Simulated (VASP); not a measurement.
# CuO (Cccm) in VASP: a series of runs, part 2 of 2

VASP 6.6.1. The steps go on from the part before.

### Step 4. Single point, PBEsol

This run uses another cell than the first one, of 10.66 Å³/atom.

INCAR reads:

```
PREC = Accurate ; ENCUT = 520
EDIFF = 1E-7 ; ISMEAR = 0
SIGMA = 0.1 ; LREAL = False
LASPH = True ; NELM = 80
ALGO = Normal ; ISIF = 2
LWAVE = False ; LCHARG = True
GGA = PS ; LELF = True
LVHAR = True ; NBANDS = 25
```

KPOINTS reads:

```
Automatic mesh
0
Gamma
  14 14 8
```

POSCAR reads:

```
CuO
1.0
    2.0425330853     -2.0503581737      0.0000000000
    2.0425330853      2.0503581737      0.0000000000
    0.0000000000      0.0000000000      5.0922648261
Cu O
2 2
Direct
    0.0000000000      0.5000000000      0.0000000000
    0.5000000000      0.0000000000      0.5000000000
    0.5000000000      0.5000000000      0.2500000000
    0.5000000000      0.5000000000      0.7500000000
```

Potentials or basis: VASP PAW PBE potentials, release 64 (Cu, O).

Launch:

```console
$ cat potpaw_PBE.64/Cu/POTCAR potpaw_PBE.64/O/POTCAR > POTCAR
$ mpirun -np 1 vasp_std > vasp.out
```

OUTCAR:

```text
PREC = Accurate
   ENCUT = 520
   EDIFF = 1E-7
   ISMEAR = 0
   LREAL = False
   LASPH = True
   NELM = 80
   ISIF = 2
   GGA = PS

 ion  position               nearest neighbor table
   1  0.000  0.500  0.000-   3 1.93   4 1.93   3 1.93   4 1.93
   2  0.500  0.000  0.500-   3 1.93   4 1.93   3 1.93   4 1.93
   3  0.500  0.500  0.250-   1 1.93   2 1.93   2 1.93   1 1.93
   4  0.500  0.500  0.750-   1 1.93   2 1.93   2 1.93   1 1.93

  LATTYP: Found a base centered orthorhombic cell.
 ALAT       =     4.0850661706
 B/A-ratio  =     1.0038310706
 C/A-ratio  =     1.2465562646

  Lattice vectors:

 A1 = (   2.0425330853,  -2.0503581737,   0.0000000000)
 A2 = (   2.0425330853,   2.0503581737,   0.0000000000)
 A3 = (   0.0000000000,   0.0000000000,   5.0922648261)

Analysis of symmetry for initial positions (statically):
=====================================================================
 Subroutine PRICEL returns:
 Original cell was already a primitive cell.

 Routine SETGRP: Setting up the symmetry group for a
 base centered orthorhombic supercell.

 Subroutine GETGRP returns: Found  8 space group operations
 (whereof  4 operations were pure point group operations)
 out of a pool of  8 trial point group operations.

The static configuration has the point symmetry C_2h.
 The point group associated with its full space group is D_2h.

Analysis of symmetry for dynamics (positions and initial velocities):
=====================================================================
 Subroutine PRICEL returns:
 Original cell was already a primitive cell.

 Routine SETGRP: Setting up the symmetry group for a
 base centered orthorhombic supercell.

 Subroutine GETGRP returns: Found  8 space group operations
 (whereof  4 operations were pure point group operations)
 out of a pool of  8 trial point group operations.

The dynamic configuration has the point symmetry C_2h.
 The point group associated with its full space group is D_2h.

 Subroutine INISYM returns: Found  8 space group operations
 (whereof  4 operations are pure point group operations),
 and found     1 'primitive' translations

----------------------------------------------------------------------------------------

                                     Primitive cell

  volume of cell :      42.6520

  direct lattice vectors                    reciprocal lattice vectors
     2.042533085 -2.050358174  0.000000000     0.244794076 -0.243859832  0.000000000
     2.042533085  2.050358174  0.000000000     0.244794076  0.243859832  0.000000000
     0.000000000  0.000000000  5.092264826     0.000000000  0.000000000  0.196376275

  length of vectors
     2.894116453  2.894116453  5.092264826     0.345531124  0.345531124  0.196376275

  position of ions in fractional coordinates (direct lattice)
     0.000000000  0.500000000  0.000000000
     0.500000000  0.000000000  0.500000000
     0.500000000  0.500000000  0.250000000
     0.500000000  0.500000000  0.750000000

  ion indices of the primitive-cell ions
   primitive index   ion index
                 1           1
                 2           2
                 3           3
                 4           4

[... 24 lines left out ...]
 Found    285 irreducible k-points:

 Following reciprocal coordinates:
            Coordinates               Weight
  0.000000  0.000000  0.000000      1.000000
  0.071429  0.000000  0.000000      4.000000
  0.142857  0.000000  0.000000      4.000000
  0.214286  0.000000  0.000000      4.000000
  0.285714  0.000000  0.000000      4.000000
  0.357143  0.000000  0.000000      4.000000
[... 16 lines left out ...]
  0.214286  0.142857  0.000000      4.000000
  0.285714  0.142857  0.000000      4.000000
 [... further k-points ...]
   k-points           NKPTS =    285   k-points in BZ     NKDIM =    285   number of bands    NBANDS=     25
   number of dos      NEDOS =    301   number of ions     NIONS =      4
   total plane-waves  NPLWV =  23040
   dimension x,y,z NGX =    24 NGY =   24 NGZ =   40
   dimension x,y,z NGXF=    48 NGYF=   48 NGZF=   80
   ions per type =               2   2
   NGX,Y,Z   is equivalent  to a cutoff of  13.79, 13.79, 13.06 a.u.
   NGXF,Y,Z  is equivalent  to a cutoff of  27.57, 27.57, 26.12 a.u.
 SYSTEM =  unknown system
   PREC   = accura    normal or accurate (medium, high low for compatibility)
   ISTART =      0    job   : 0-new  1-cont  2-samecut
   ICHARG =      2    charge: 1-file 2-atom 10-const
   ISPIN  =      1    spin polarized calculation?
   LNONCOLLINEAR =      F non collinear calculations
   LSORBIT =      F    spin-orbit coupling
   LASPH  =      T    aspherical Exc in radial PAW
   ENCUT  =  520.0 eV  38.22 Ry    6.18 a.u.   5.38  5.38  9.47*2*pi/ulx,y,z
   NELM   =     80;   NELMIN=  2; NELMDL= -5     # of ELM steps
   EDIFF  = 0.1E-06   stopping-criterion for ELM
   LREAL  =      F    real-space projection
   EDIFFG = 0.1E-05   stopping-criterion for IOM
   NSW    =      0    number of steps for IOM
   IBRION =     -1    ionic relax: 0-MD 1-quasi-New 2-CG
   NFREE  =      0    steps in history (QN), initial steepest desc. (CG)
   ISIF   =      2    stress and relaxation
   ISYM   =      2    0-nonsym 1-usesym 2-fastsym
   POTIM  = 0.5000    time-step for ionic-motion
   TEBEG  =    0.0;   TEEND  =   0.0 temperature during run
   PSTRESS=    0.0 pullay stress
   NELECT =      34.0000    total number of electrons
   NUPDOWN=      -1.0000    fix difference up-down
   EMIN   =  10.00;   EMAX   =-10.00  energy-range for DOS
   EFERMI =   0.00;   METHOD = LEGACY
   ISMEAR =     0;   SIGMA  =   0.10  broadening in eV -4-tet -1-fermi 0-gaus
   EFERMI_NEDOS =   21; number of points for ismear=-14 and -15
   IALGO  =     38    algorithm
   IMIX   =      4    mixing-type and parameters
     AMIX     =   0.40;   BMIX     =  1.00
     AMIX_MAG =   1.60;   BMIX_MAG =  1.00
  volume/ion in A,a.u.               =      10.66        71.96
  Fermi-wavevector in a.u.,A,eV,Ry     =   1.517940  2.868490 31.349743  2.304141
  Thomas-Fermi vector in A             =   2.627128
   LORBIT       =      0    0 simple, 1 ext, 2 COOP (PROOUT), +10 PAW based schemes
   GGA     = PS    functional components
   LHFCALC =     F    Hartree Fock is set to
   AEXX    =    0.0000 exact exchange contribution
   IVDW    =     0    specifies the selected vdW correction
   LEPSILON=     F    determine dielectric tensor
   LRPA    =     F    only Hartree local field effects (RPA)
 non-spin polarized calculation
 Gauss-broadening in eV      SIGMA  =   0.10
  energy-cutoff  :      520.00
  volume of cell :       42.65
 maximum number of plane-waves:      1175
 NGX is ok and might be reduce to    24
   NGX = 11   NGY = 11   NGZ = 19

 number of electron      33.9999966 magnetization

 Free energy of the ion-electron system (eV)
  ---------------------------------------------------
  ext. energy  EPLUGINS =         0.00000000
  ---------------------------------------------------
  free energy    TOTEN  =       -21.48238477 eV

  energy without entropy =      -21.46962197  energy(sigma->0) =      -21.47600337

 E-fermi :   5.2298     XC(G=0): -11.8066

 val. band max:        5.2256938065   @ k =   0.4286   0.2857   0.3750
 cond. band min:       5.2315586231   @ k =   0.3571   0.0000   0.1250
 fundamental gap:      0.0058648166
 Fermi energy:         5.2298245325

 k-point     1 :       0.0000    0.0000    0.0000
  band No.  band energies     occupation
      1     -14.8620      2.00000
      2     -13.4285      2.00000
      3      -3.3367      2.00000
      4      -0.5048      2.00000
      5      -0.4966      2.00000
      6       1.2527      2.00000
[... 661 lines left out ...]
     24      18.2533      0.00000
     25      20.1398      0.00000

 [... further k-points ...]

------------------------ aborting loop because EDIFF is reached ----------------------------------------

  FORCE on cell =-STRESS in cart. coord.  units (eV):
  Direction    XX          YY          ZZ          XY          YZ          ZX
  --------------------------------------------------------------------------------------
  -------------------------------------------------------------------------------------
  Total        0.1692390      0.1578693      0.2838025      0.0000000      0.0000000      0.0000000
  in kB        6.3572781      5.9301886     10.6607311      0.0000000      0.0000000      0.0000000
  external PRESSURE =       7.6493993 kB  Pullay stress =       0.0000000 kB

 VOLUME and BASIS-vectors are now :
 -----------------------------------------------------------------------------
  energy-cutoff  :      520.00
  volume of cell :       42.65
      direct lattice vectors                 reciprocal lattice vectors
     2.042533085 -2.050358174  0.000000000     0.244794076 -0.243859832  0.000000000
     2.042533085  2.050358174  0.000000000     0.244794076  0.243859832  0.000000000
     0.000000000  0.000000000  5.092264826     0.000000000  0.000000000  0.196376275

 POSITION                                       TOTAL-FORCE (eV/Angst)
 -----------------------------------------------------------------------------------
      1.02127      1.02518      0.00000        -0.000000      0.000000      0.000000
      1.02127     -1.02518      2.54613         0.000000      0.000000      0.000000
      2.04253      0.00000      1.27307        -0.000000     -0.000000      0.000000
      2.04253      0.00000      3.81920        -0.000000     -0.000000      0.000000
 -----------------------------------------------------------------------------------
    total drift:                                0.000000     -0.000000     -0.000000

  FREE ENERGIE OF THE ION-ELECTRON SYSTEM (eV)
  ---------------------------------------------------
  free  energy   TOTEN  =       -21.4823847658 eV

  energy  without entropy=      -21.4696219666  energy(sigma->0) =      -21.47600337
```

It took 1.8 min on 1 thread of Intel Xeon 6975P-C (Granite Rapids), shared host; peak memory 0.35 GiB.

Results:

| Item | Value |
| --- | --- |
| Free energy | -21.4824 eV |
| Pressure | 0.8 GPa |
| Band gap on the k mesh | zero (bands 17 and 18 overlap by 1.21 eV) |

Caveat: the PAW data sets were made with another functional, which shifts forces and pressure a little; semilocal functionals often make such compounds metallic where correlation or magnetic order opens a gap, which also shifts bond lengths. With open d or f shells a metallic result of PBEsol can be an artefact of self-interaction; +U or a hybrid may open a gap.

### Step 5. Single point, PBEsol

This run uses another cell than the first one, of 10.66 Å³/atom.

INCAR reads:

```
SYSTEM = CuO
PREC = Accurate
ENCUT = 520
EDIFF = 1E-6
ISMEAR = 0
SIGMA = 0.1
LREAL = .False.
LASPH = .True.
NELM = 60
ALGO = Normal
ISIF = 2
LWAVE = .False.
LCHARG = .False.
GGA = PS
NBANDS = 25
```

KPOINTS reads:

```
Automatic mesh
0
Gamma
  14 14 8
  0 0 0
```

POSCAR is that of step 4.

Launch:

```console
$ cat potpaw_PBE.64/Cu/POTCAR potpaw_PBE.64/O/POTCAR > POTCAR
$ mpirun -np 1 vasp_std > vasp.out
```

Wall time 2 min (1 thread of Intel Xeon 6975P-C (Granite Rapids), shared host); peak memory 0.35 GiB.

Results (log left out):

* Free energy: -21.4824 eV
* Pressure: 0.8 GPa
* Band gap on the k mesh: zero (bands 17 and 18 overlap by 1.21 eV)

Stress tensor (GPa, compression positive):
```
0.63 0.00 0.00
0.00 0.59 0.00
0.00 0.00 1.06
```

Levels at points of the mesh, in eV from the Fermi level:
| k point | band 15 | band 16 | band 17 | band 18 | band 19 | band 20 |
| --- | --- | --- | --- | --- | --- | --- |
| (0.00, 0.00, 0.00) | -2.40 | -2.01 | 0.68 | 0.69 | 1.45 | 6.00 |
| (0.50, 0.00, 0.00) | -1.65 | -1.58 | 0.22 | 0.46 | 3.50 | 5.94 |
| (0.50, 0.50, 0.00) | -1.66 | -1.25 | -1.24 | 1.17 | 1.87 | 7.13 |
| (0.00, 0.00, 0.50) | -1.63 | -1.63 | 0.08 | 0.08 | 3.51 | 3.51 |
| (0.50, 0.00, 0.50) | -2.12 | -1.90 | -0.15 | 0.69 | 4.18 | 5.95 |
| (0.50, 0.50, 0.50) | -1.48 | -1.48 | -0.52 | -0.52 | 3.82 | 3.82 |

Caveat: the PAW data sets were made with another functional, which shifts forces and pressure a little; semilocal functionals often make such compounds metallic where correlation or magnetic order opens a gap, which also shifts bond lengths.

### Step 6. The runs side by side

| cell | gap on the mesh (eV) | pressure (GPa) |
| --- | --- | --- |
| a = 2.808, b = 2.808, c = 5.086 Å, angles 90.0, 90.0, 90.2°, 4 atoms | none | 11.6 |
| a = 2.852, b = 2.852, c = 5.086 Å, angles 90.0, 90.0, 90.2°, 4 atoms | none | 5.8 |
| a = 2.894, b = 2.894, c = 5.092 Å, angles 90.0, 90.0, 90.2°, 4 atoms | none | 0.8 |

Alike in all rows: task single point; level PBEsol; potentials or basis VASP PAW PBE potentials, release 64 (Cu, O); no spin polarisation; k mesh 14 × 14 × 8; cutoff (eV) 520; smearing gaussian 0.1 eV.

Caveats: the PAW data sets were made with another functional, which shifts forces and pressure a little; semilocal functionals often make such compounds metallic where correlation or magnetic order opens a gap, which also shifts bond lengths; the cell stands under pressure (at least some runs).

Absolute energies hang on the potentials; compare differences alone.
